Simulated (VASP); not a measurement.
# Te (Pmma) in VASP: notebook

Te is run at these levels: BLYP, PBEsol, LDA; tasks: single point.

Everything below comes from runs of VASP 6.6.1. Logs are shortened: lines on timing, memory, paths and dates and some standing lists are left out, and cuts for length are marked.

### Step 1. The cell of the first run

Symmetry: Pmma, No. 51, orthorhombic system. Conventional cell: a = 9.214 Å, b = 3.152 Å, c = 4.457 Å, α = 90.00°, β = 90.00°, γ = 90.00°. Te (site symmetry mm2) has 6 Te at 3.14 to 3.27 Å within 4.1 Å. Within 4.1 Å of Te (site symmetry 2/m) lie 6 Te at 3.14 to 3.27 Å.

### Step 2. Single point, BLYP

Input file INCAR:

```
AGGAC = 1.0 ; AGGAX = 1.0
ALDAC = 0.0 ; ALDAX = 1.0
ALGO = Normal ; EDIFF = 1E-6
ENCUT = 520 ; GGA = B5
ISIF = 2 ; ISMEAR = 1
LASPH = T ; LCHARG = F
LREAL = F ; LWAVE = F
NBANDS = 20 ; NELM = 100
PREC = Accurate ; SIGMA = 0.01
```

Input file KPOINTS:

```
k-points
0
Gamma
  3 7 5
```

Input file POSCAR:

```
Te
1.0
    9.2140158900      0.0000000000      0.0000000000
    0.0000000000      3.1522016400      0.0000000000
    0.0000000000      0.0000000000      4.4566412000
Te
4
Direct
    0.7500000000      0.5000000000      0.5206231000
    0.2500000000      0.5000000000      0.4793769000
    0.0000000000      0.5000000000      0.0000000000
    0.5000000000      0.5000000000      0.0000000000
```

Potentials or basis: VASP PAW PBE potentials, release 64 (Te).

On the command line:

```
$ cat potpaw_PBE.64/Te/POTCAR > POTCAR
$ mpirun -np 1 vasp_std > vasp.out
```

OUTCAR:

```text
EDIFF = 1E-6
   ENCUT = 520
   GGA = B5
   ISIF = 2
   ISMEAR = 1
   LASPH = T
   LREAL = F
   NELM = 100
   PREC = Accurate

 ion  position               nearest neighbor table
   1  0.750  0.500  0.521-   3 3.14   4 3.14   3 3.27   4 3.27
   2  0.250  0.500  0.479-   3 3.14   4 3.14   3 3.27   4 3.27
   3  0.000  0.500  0.000-   1 3.14   2 3.14   1 3.27   2 3.27
   4  0.500  0.500  0.000-   1 3.14   2 3.14   1 3.27   2 3.27

  LATTYP: Found a simple orthorhombic cell.
 ALAT       =     3.1522016400
 B/A-ratio  =     1.4138185652
 C/A-ratio  =     2.9230413985

  Lattice vectors:

 A1 = (   0.0000000000,   3.1522016400,   0.0000000000)
 A2 = (   0.0000000000,   0.0000000000,   4.4566412000)
 A3 = (   9.2140158900,   0.0000000000,   0.0000000000)

Analysis of symmetry for initial positions (statically):
=====================================================================
 Subroutine PRICEL returns:
 Original cell was already a primitive cell.

 Routine SETGRP: Setting up the symmetry group for a
 simple orthorhombic supercell.

 Subroutine GETGRP returns: Found  8 space group operations
 (whereof  4 operations were pure point group operations)
 out of a pool of  8 trial point group operations.

The static configuration has the point symmetry C_2h.
 The point group associated with its full space group is D_2h.

Analysis of symmetry for dynamics (positions and initial velocities):
=====================================================================
 Subroutine PRICEL returns:
 Original cell was already a primitive cell.

 Routine SETGRP: Setting up the symmetry group for a
 simple orthorhombic supercell.

 Subroutine GETGRP returns: Found  8 space group operations
 (whereof  4 operations were pure point group operations)
 out of a pool of  8 trial point group operations.

The dynamic configuration has the point symmetry C_2h.
 The point group associated with its full space group is D_2h.

 Subroutine INISYM returns: Found  8 space group operations
 (whereof  4 operations are pure point group operations),
 and found     1 'primitive' translations

----------------------------------------------------------------------------------------

                                     Primitive cell

  volume of cell :     129.4406

  direct lattice vectors                    reciprocal lattice vectors
     9.214015890  0.000000000  0.000000000     0.108530310  0.000000000  0.000000000
     0.000000000  3.152201640  0.000000000     0.000000000  0.317238589  0.000000000
     0.000000000  0.000000000  4.456641200     0.000000000  0.000000000  0.224384229

  length of vectors
     9.214015890  3.152201640  4.456641200     0.108530310  0.317238589  0.224384229

  position of ions in fractional coordinates (direct lattice)
     0.750000000  0.500000000  0.520623100
     0.250000000  0.500000000  0.479376900
     0.000000000  0.500000000  0.000000000
     0.500000000  0.500000000  0.000000000

  ion indices of the primitive-cell ions
   primitive index   ion index
                 1           1
                 2           2
                 3           3
                 4           4

----------------------------------------------------------------------------------------

 KPOINTS: k-points

Automatic generation of k-mesh.
 Grid dimensions read from file:
 generate k-points for:    3    7    5

 Generating k-lattice:

  Cartesian coordinates                     Fractional coordinates (reciprocal lattice)
     0.036176770  0.000000000  0.000000000     0.333333333  0.000000000  0.000000000
     0.000000000  0.045319798  0.000000000     0.000000000  0.142857143  0.000000000
     0.000000000  0.000000000  0.044876846     0.000000000  0.000000000  0.200000000

  Length of vectors
     0.036176770  0.045319798  0.044876846

  Shift w.r.t. Gamma in fractional coordinates (k-lattice)
     0.000000000  0.000000000  0.000000000

 Subroutine IBZKPT returns following result:
 ===========================================

 Found     24 irreducible k-points:

 Following reciprocal coordinates:
            Coordinates               Weight
  0.000000  0.000000  0.000000      1.000000
  0.333333  0.000000  0.000000      2.000000
  0.000000  0.142857  0.000000      2.000000
  0.333333  0.142857  0.000000      4.000000
  0.000000  0.285714  0.000000      2.000000
  0.333333  0.285714  0.000000      4.000000
[... 16 lines left out ...]
  0.000000  0.428571  0.400000      4.000000
  0.333333  0.428571  0.400000      8.000000
   k-points           NKPTS =     24   k-points in BZ     NKDIM =     24   number of bands    NBANDS=     20
   number of dos      NEDOS =    301   number of ions     NIONS =      4
   total plane-waves  NPLWV =  60480
   dimension x,y,z NGX =    70 NGY =   24 NGZ =   36
   dimension x,y,z NGXF=   140 NGYF=   48 NGZF=   72
   ions per type =               4
   NGX,Y,Z   is equivalent  to a cutoff of  12.63, 12.66, 13.43 a.u.
   NGXF,Y,Z  is equivalent  to a cutoff of  25.26, 25.32, 26.86 a.u.
 SYSTEM =  unknown system
   PREC   = accura    normal or accurate (medium, high low for compatibility)
   ISTART =      0    job   : 0-new  1-cont  2-samecut
   ICHARG =      2    charge: 1-file 2-atom 10-const
   ISPIN  =      1    spin polarized calculation?
   LNONCOLLINEAR =      F non collinear calculations
   LSORBIT =      F    spin-orbit coupling
   LASPH  =      T    aspherical Exc in radial PAW
   ENCUT  =  520.0 eV  38.22 Ry    6.18 a.u.  17.13  5.86  8.29*2*pi/ulx,y,z
   NELM   =    100;   NELMIN=  2; NELMDL= -5     # of ELM steps
   EDIFF  = 0.1E-05   stopping-criterion for ELM
   LREAL  =      F    real-space projection
   EDIFFG = 0.1E-04   stopping-criterion for IOM
   NSW    =      0    number of steps for IOM
   IBRION =     -1    ionic relax: 0-MD 1-quasi-New 2-CG
   NFREE  =      0    steps in history (QN), initial steepest desc. (CG)
   ISIF   =      2    stress and relaxation
   ISYM   =      2    0-nonsym 1-usesym 2-fastsym
   POTIM  = 0.5000    time-step for ionic-motion
   TEBEG  =    0.0;   TEEND  =   0.0 temperature during run
   PSTRESS=    0.0 pullay stress
   NELECT =      24.0000    total number of electrons
   NUPDOWN=      -1.0000    fix difference up-down
   EMIN   =  10.00;   EMAX   =-10.00  energy-range for DOS
   EFERMI =   0.00;   METHOD = LEGACY
   ISMEAR =     1;   SIGMA  =   0.01  broadening in eV -4-tet -1-fermi 0-gaus
   EFERMI_NEDOS =   21; number of points for ismear=-14 and -15
   IALGO  =     38    algorithm
   IMIX   =      4    mixing-type and parameters
     AMIX     =   0.40;   BMIX     =  1.00
     AMIX_MAG =   1.60;   BMIX_MAG =  1.00
  volume/ion in A,a.u.               =      32.36       218.38
  Fermi-wavevector in a.u.,A,eV,Ry     =   0.933516  1.764089 11.856823  0.871452
  Thomas-Fermi vector in A             =   2.060225
   LORBIT       =      0    0 simple, 1 ext, 2 COOP (PROOUT), +10 PAW based schemes
   GGA     = B5    functional components
   LHFCALC =     F    Hartree Fock is set to
   AEXX    =    0.0000 exact exchange contribution
   IVDW    =     0    specifies the selected vdW correction
   LEPSILON=     F    determine dielectric tensor
   LRPA    =     F    only Hartree local field effects (RPA)
 non-spin polarized calculation
 Methfessel and Paxton  Order N= 1 SIGMA  =   0.01
  energy-cutoff  :      520.00
  volume of cell :      129.44
 maximum number of plane-waves:      3514
 NGX is ok and might be reduce to    70
   NGX = 35   NGY = 11   NGZ = 17

 number of electron      23.9999998 magnetization

 Free energy of the ion-electron system (eV)
  ---------------------------------------------------
  ext. energy  EPLUGINS =         0.00000000
  ---------------------------------------------------
  free energy    TOTEN  =        -9.63441741 eV

  energy without entropy =       -9.63415471  energy(sigma->0) =       -9.63432984

 E-fermi :   7.1554     XC(G=0):  -8.6844

 val. band max:        7.1071664991   @ k =   0.0000   0.1429   0.4000
 cond. band min:       7.1567474707   @ k =   0.3333   0.4286   0.2000
 fundamental gap:      0.0495809716
 Fermi energy:         7.1553720907

 k-point     1 :       0.0000    0.0000    0.0000
  band No.  band energies     occupation
      1      -6.6741      2.00000
      2      -5.3527      2.00000
      3      -5.3474      2.00000
      4      -3.3106      2.00000
      5       2.4163      2.00000
      6       2.7637      2.00000
[... 12 lines left out ...]
     19      13.2360      0.00000
     20      13.9662      0.00000

 k-point     2 :       0.3333    0.0000    0.0000
  band No.  band energies     occupation
      1      -6.5184      2.00000
      2      -6.0628      2.00000
      3      -4.4795      2.00000
      4      -3.6695      2.00000
      5       2.7267      2.00000
      6       2.9386      2.00000
[... 12 lines left out ...]
     19      13.7113      0.00000
     20      14.1476      0.00000

 k-point     3 :       0.0000    0.1429    0.0000
  band No.  band energies     occupation
      1      -6.4255      2.00000
      2      -5.1022      2.00000
      3      -5.0969      2.00000
      4      -3.0520      2.00000
      5       2.6407      2.00000
      6       2.9879      2.00000
[... 12 lines left out ...]
     19      13.7383      0.00000
     20      14.3111      0.00000

 k-point     4 :       0.3333    0.1429    0.0000
  band No.  band energies     occupation
      1      -6.2695      2.00000
      2      -5.8135      2.00000
      3      -4.2268      2.00000
      4      -3.4133      2.00000
      5       2.9546      2.00000
      6       3.1631      2.00000
[... 12 lines left out ...]
     19      14.4117      0.00000
     20      14.7170      0.00000

 k-point     5 :       0.0000    0.2857    0.0000
  band No.  band energies     occupation
      1      -5.7471      2.00000
      2      -4.4165      2.00000
      3      -4.4110      2.00000
      4      -2.3335      2.00000
      5       3.2243      2.00000
      6       3.3100      2.00000
[... 12 lines left out ...]
     19      13.7575      0.00000
     20      13.8791      0.00000

 k-point     6 :       0.3333    0.2857    0.0000
  band No.  band energies     occupation
      1      -5.5905      2.00000
      2      -5.1324      2.00000
      3      -3.5319      2.00000
      4      -2.7041      2.00000
      5       3.4576      2.00000
      6       3.5499      2.00000
[... 12 lines left out ...]
     19      13.4556      0.00000
     20      13.8514      0.00000

 k-point     7 :       0.0000    0.4286    0.0000
  band No.  band energies     occupation
      1      -4.9843      2.00000
      2      -3.6387      2.00000
      3      -3.6330      2.00000
      4      -1.4864      2.00000
      5       1.3106      2.00000
      6       2.5267      2.00000
[... 12 lines left out ...]
     19      12.0541      0.00000
     20      12.6456      0.00000
[... 277 lines left out ...]
 k-point    20 :       0.3333    0.1429    0.4000
  band No.  band energies     occupation
      1      -5.4316      2.00000
      2      -5.1544      2.00000
      3      -4.5784      2.00000
      4      -4.4702      2.00000
      5       1.5787      2.00000
      6       2.2201      2.00000
[... 12 lines left out ...]
     19      14.8889      0.00000
     20      15.2061      0.00000

 k-point    21 :       0.0000    0.2857    0.4000
  band No.  band energies     occupation
      1      -4.8547      2.00000
      2      -4.1574      2.00000
      3      -4.1056      2.00000
      4      -3.7552      2.00000
      5       2.1191      2.00000
      6       2.1357      2.00000
[... 12 lines left out ...]
     19      13.4824      0.00000
     20      14.4634      0.00000

 k-point    22 :       0.3333    0.2857    0.4000
  band No.  band energies     occupation
      1      -4.7485      2.00000
      2      -4.4684      2.00000
      3      -3.8858      2.00000
      4      -3.7761      2.00000
      5       2.1980      2.00000
      6       2.8396      2.00000
[... 12 lines left out ...]
     19      12.5475      0.00000
     20      13.5184      0.00000

 k-point    23 :       0.0000    0.4286    0.4000
  band No.  band energies     occupation
      1      -4.0840      2.00000
      2      -3.3728      2.00000
      3      -3.3170      2.00000
      4      -2.9602      2.00000
      5       2.1432      2.00000
      6       2.7309      2.00000
[... 12 lines left out ...]
     19      11.9729      0.00000
     20      12.7546      0.00000

 k-point    24 :       0.3333    0.4286    0.4000
  band No.  band energies     occupation
      1      -3.9757      2.00000
      2      -3.6897      2.00000
      3      -3.0936      2.00000
      4      -2.9813      2.00000
      5       2.2342      2.00000
      6       2.4713      2.00000
[... 12 lines left out ...]
     19      10.8178      0.00000
     20      11.7599      0.00000

------------------------ aborting loop because EDIFF is reached ----------------------------------------

  FORCE on cell =-STRESS in cart. coord.  units (eV):
  Direction    XX          YY          ZZ          XY          YZ          ZX
  --------------------------------------------------------------------------------------
  -------------------------------------------------------------------------------------
  Total        3.1455525      5.8039513      3.6915622      0.0000000      0.0000000      0.0000000
  in kB       38.9347067     71.8395699     45.6930507      0.0000000      0.0000000      0.0000000
  external PRESSURE =      52.1557758 kB  Pullay stress =       0.0000000 kB

 VOLUME and BASIS-vectors are now :
 -----------------------------------------------------------------------------
  energy-cutoff  :      520.00
  volume of cell :      129.44
      direct lattice vectors                 reciprocal lattice vectors
     9.214015890  0.000000000  0.000000000     0.108530310  0.000000000  0.000000000
     0.000000000  3.152201640  0.000000000     0.000000000  0.317238589  0.000000000
     0.000000000  0.000000000  4.456641200     0.000000000  0.000000000  0.224384229

 POSITION                                       TOTAL-FORCE (eV/Angst)
 -----------------------------------------------------------------------------------
      6.91051      1.57610      2.32023         0.000000     -0.000000      0.105513
      2.30350      1.57610      2.13641         0.000000      0.000000     -0.105513
      0.00000      1.57610      0.00000         0.000000      0.000000      0.000000
      4.60701      1.57610      0.00000         0.000000      0.000000      0.000000
 -----------------------------------------------------------------------------------
    total drift:                                0.000000     -0.000000     -0.000000

  FREE ENERGIE OF THE ION-ELECTRON SYSTEM (eV)
  ---------------------------------------------------
  free  energy   TOTEN  =        -9.6344174139 eV

  energy  without entropy=       -9.6341547063  energy(sigma->0) =       -9.63432984
```

It took 74 s on 1 thread of Intel Xeon 8259CL, shared host; peak memory 0.25 GiB.

What came out:

| Quantity | Value |
| --- | --- |
| Free energy | -9.6344 eV |
| Pressure | 5.2 GPa |
| Largest force | 0.106 eV/Å |
| Band gap on the k mesh | zero (bands 12 and 13 overlap by 3.42 eV) |

Forces in eV/Å, atoms in the order of the input:
```
Te   0.000  0.000  0.106
Te   0.000  0.000 -0.106
Te   0.000  0.000  0.000
Te   0.000  0.000  0.000
```

Stress tensor (GPa, compression positive):
```
3.89 0.00 0.00
0.00 7.18 0.00
0.00 0.00 4.57
```

Levels at points of the mesh, in eV from the Fermi level:
```tsv
k point	band 10	band 11	band 12	band 13	band 14	band 15
(0.00, 0.00, 0.00)	-2.46	0.84	1.01	1.27	2.29	2.40
```

Caveat: the cell stands under pressure; the PAW data sets were made with another functional, which shifts forces and pressure a little; spin-orbit coupling is left out, which moves the levels of the heavy elements.

(Continued in part 2 of 2.)
